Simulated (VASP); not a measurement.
# Sb (Pm-3m) in VASP: a series of runs, part 2 of 2

VASP 6.6.1. Earlier steps stand in the parts before.

### Step 4. Single point, PBE (volume scaled by 0.8)

Input file INCAR:

```
PREC     = Accurate       # precision mode
ENCUT    = 500            # plane-wave cutoff, eV
EDIFF    = 1E-6           # SCF threshold, eV
ISMEAR   = -1             # smearing method
SIGMA    = 0.05           # smearing width, eV
LREAL    = F              # projectors in reciprocal space
LASPH    = T              # aspherical terms in the spheres
NELM     = 120            # most SCF steps
ALGO     = Normal         # electronic algorithm
ISIF     = 2              # what is computed and relaxed
LWAVE    = F              # write WAVECAR
LCHARG   = F              # write CHGCAR
GGA      = PE             # functional
NBANDS   = 8              # bands
GGA_COMPAT= F
```

Input file KPOINTS:

```
regular mesh
0
Gamma
  12 12 12
```

Input file POSCAR:

```
Sb
1.0
    2.8881104259      0.0000000000      0.0000000000
    0.0000000000      2.8881104259      0.0000000000
    0.0000000000      0.0000000000      2.8881104259
Sb
1
Direct
    0.0000000000      0.0000000000      0.0000000000
```

Potentials or basis: VASP PAW PBE potentials, release 64 (Sb).

Started as:

```
cat potpaw_PBE.64/Sb/POTCAR > POTCAR
mpirun -np 1 vasp_std > vasp.out
```

OUTCAR:

```text
PREC = Accurate
   ENCUT = 500
   EDIFF = 1E-6
   ISMEAR = -1
   LREAL = F
   LASPH = T
   NELM = 120
   ISIF = 2
   GGA = PE

 ion  position               nearest neighbor table
   1  0.000  0.000  0.000-

  LATTYP: Found a simple cubic cell.
 ALAT       =     2.8881104259

  Lattice vectors:

 A1 = (   2.8881104259,   0.0000000000,   0.0000000000)
 A2 = (   0.0000000000,   2.8881104259,   0.0000000000)
 A3 = (   0.0000000000,   0.0000000000,   2.8881104259)

Analysis of symmetry for initial positions (statically):
=====================================================================
 Subroutine PRICEL returns:
 Original cell was already a primitive cell.

 Routine SETGRP: Setting up the symmetry group for a
 simple cubic supercell.

 Subroutine GETGRP returns: Found 48 space group operations
 (whereof 48 operations were pure point group operations)
 out of a pool of 48 trial point group operations.

The static configuration has the point symmetry O_h .

Analysis of symmetry for dynamics (positions and initial velocities):
=====================================================================
 Subroutine PRICEL returns:
 Original cell was already a primitive cell.

 Routine SETGRP: Setting up the symmetry group for a
 simple cubic supercell.

 Subroutine GETGRP returns: Found 48 space group operations
 (whereof 48 operations were pure point group operations)
 out of a pool of 48 trial point group operations.

The dynamic configuration has the point symmetry O_h .

 Subroutine INISYM returns: Found 48 space group operations
 (whereof 48 operations are pure point group operations),
 and found     1 'primitive' translations

----------------------------------------------------------------------------------------

                                     Primitive cell

[... 102 lines left out ...]
   EFERMI =   0.00;   METHOD = LEGACY
   ISMEAR =    -1;   SIGMA  =   0.05  broadening in eV -4-tet -1-fermi 0-gaus
   EFERMI_NEDOS =   21; number of points for ismear=-14 and -15
   IALGO  =     38    algorithm
   IMIX   =      4    mixing-type and parameters
     AMIX     =   0.40;   BMIX     =  1.00
     AMIX_MAG =   1.60;   BMIX_MAG =  1.00
  volume/ion in A,a.u.               =      24.09       162.57
  Fermi-wavevector in a.u.,A,eV,Ry     =   0.969284  1.831681 12.782829  0.939511
  Thomas-Fermi vector in A             =   2.099324
   LORBIT       =      0    0 simple, 1 ext, 2 COOP (PROOUT), +10 PAW based schemes
   GGA     = PE    functional components
   LHFCALC =     F    Hartree Fock is set to
   AEXX    =    0.0000 exact exchange contribution
   IVDW    =     0    specifies the selected vdW correction
   LEPSILON=     F    determine dielectric tensor
   LRPA    =     F    only Hartree local field effects (RPA)
 non-spin polarized calculation
  energy-cutoff  :      500.00
  volume of cell :       24.09
 maximum number of plane-waves:       627
 NGX is ok and might be reduce to    24
   NGX = 11   NGY = 11   NGZ = 11

 number of electron       5.0000000 magnetization

 Free energy of the ion-electron system (eV)
  ---------------------------------------------------
  ext. energy  EPLUGINS =         0.00000000
  ---------------------------------------------------
  free energy    TOTEN  =        -3.77551474 eV

  energy without entropy =       -3.77051654  energy(sigma->0) =       -3.77301564

 E-fermi :  10.2099     XC(G=0): -10.5669

 val. band max:       10.1611757017   @ k =   0.1667   0.0833   0.0833
 cond. band min:      10.2367534636   @ k =   0.3333   0.3333   0.3333
 fundamental gap:      0.0755777619
 Fermi energy:        10.2099279949

 k-point     1 :       0.0000    0.0000    0.0000
  band No.  band energies     occupation
      1      -4.1358      2.00000
      2      13.9173      0.00000
      3      13.9173      0.00000
      4      13.9173      0.00000
      5      17.2761      0.00000
      6      17.2761      0.00000
      7      19.7481      0.00000
      8      28.9151      0.00000
[... 243 lines left out ...]
 k-point    24 :       0.4167    0.3333    0.0000
  band No.  band energies     occupation
      1       0.6257      2.00000
      2       5.3721      2.00000
      3       7.9751      2.00000
      4      13.7864      0.00000
      5      18.3901      0.00000
      6      21.7531      0.00000
      7      23.9265      0.00000
      8      23.9389      0.00000

 [... further k-points ...]
[... 5 lines left out ...]
  --------------------------------------------------------------------------------------
  -------------------------------------------------------------------------------------
  Total        3.0551265      3.0551265      3.0551265      0.0000000     -0.0000000      0.0000000
  in kB      203.1881583    203.1881583    203.1881583      0.0000000     -0.0000000      0.0000000
  external PRESSURE =     203.1881583 kB  Pullay stress =       0.0000000 kB

 VOLUME and BASIS-vectors are now :
 -----------------------------------------------------------------------------
  energy-cutoff  :      500.00
  volume of cell :       24.09
      direct lattice vectors                 reciprocal lattice vectors
     2.888110426  0.000000000  0.000000000     0.346247149  0.000000000  0.000000000
     0.000000000  2.888110426  0.000000000     0.000000000  0.346247149  0.000000000
     0.000000000  0.000000000  2.888110426     0.000000000  0.000000000  0.346247149

 POSITION                                       TOTAL-FORCE (eV/Angst)
 -----------------------------------------------------------------------------------
      0.00000      0.00000      0.00000         0.000000      0.000000      0.000000
 -----------------------------------------------------------------------------------
    total drift:                                0.000000      0.000000      0.000000

  FREE ENERGIE OF THE ION-ELECTRON SYSTEM (eV)
  ---------------------------------------------------
  free  energy   TOTEN  =        -3.7755147444 eV

  energy  without entropy=       -3.7705165396  energy(sigma->0) =       -3.77301564
```

Run time: 14 s. Hardware: 1 thread of Intel Xeon 8259CL, shared host; peak memory 0.14 GiB.

What came out:

| Item | Value |
| --- | --- |
| Free energy | -3.7755 eV |
| Pressure | 20.3 GPa |

Caveat: spin-orbit coupling is left out, which moves the levels of the heavy elements.

### Step 5. Single point, PBE (volume scaled by 0.9)

Input file INCAR:

```
SYSTEM = Sb
PREC     = Accurate       ! precision mode
ENCUT    = 500            ! plane-wave cutoff, eV
EDIFF    = 1E-6           ! SCF threshold, eV
ISMEAR   = -1             ! smearing method
SIGMA    = 0.05           ! smearing width, eV
LREAL    = .FALSE.        ! projectors in reciprocal space
LASPH    = .TRUE.         ! aspherical terms in the spheres
NELM     = 120            ! most SCF steps
ALGO     = Normal         ! electronic algorithm
ISIF     = 2              ! what is computed and relaxed
LWAVE    = .FALSE.        ! write WAVECAR
LCHARG   = .FALSE.        ! write CHGCAR
GGA      = PE             ! functional
NBANDS   = 8              ! bands
GGA_COMPAT= .FALSE.
```

Input file KPOINTS:

```
regular mesh
0
G
  12 12 12
  0 0 0
```

Input file POSCAR:

```
Sb
1.0
    3.0037558881      0.0000000000      0.0000000000
    0.0000000000      3.0037558881      0.0000000000
    0.0000000000      0.0000000000      3.0037558881
Sb
1
Direct
    0.0000000000      0.0000000000      0.0000000000
```

Started as:

```
cat potpaw_PBE.64/Sb/POTCAR > POTCAR
mpirun -np 1 vasp_std > vasp.out
```

It took 16 s on 1 thread of Intel Xeon 8259CL, shared host; peak memory 0.14 GiB.

The run converged. Its results:

| Item | Value |
| --- | --- |
| Free energy | -4.0210 eV |
| Pressure | 7.1 GPa |

Levels at points of the mesh, in eV from the Fermi level:
```
           k point  band 1  band 2  band 3  band 4  band 5  band 6  band 7
(0.00, 0.00, 0.00)  -13.28    3.40    3.40    3.40    6.91    6.91    8.75
(0.50, 0.00, 0.00)  -10.49   -6.38    5.74    5.74    9.17   10.73   11.40
(0.50, 0.50, 0.00)   -7.48   -4.09   -4.09    1.70    8.21   13.41   13.41
(0.50, 0.50, 0.50)   -4.03   -1.93   -1.93   -1.93    4.58    4.58    4.58
```

Caveat: spin-orbit coupling is left out, which moves the levels of the heavy elements.

### Step 6. Overview

| cell | gap on the mesh (eV) | pressure (GPa) |
| --- | --- | --- |
| a = 2.762 Å, 1 atom | none | 44.6 |
| a = 2.888 Å, 1 atom | none | 20.3 |
| a = 3.004 Å, 1 atom | none | 7.1 |

Alike in all rows: task single point; level PBE; potentials or basis VASP PAW PBE potentials, release 64 (Sb); no spin polarisation; k mesh 12 × 12 × 12; cutoff (eV) 500; smearing fermi-dirac 0.05 eV.

Caveats: spin-orbit coupling is left out, which moves the levels of the heavy elements.

Absolute energies hang on the potentials; compare differences alone.
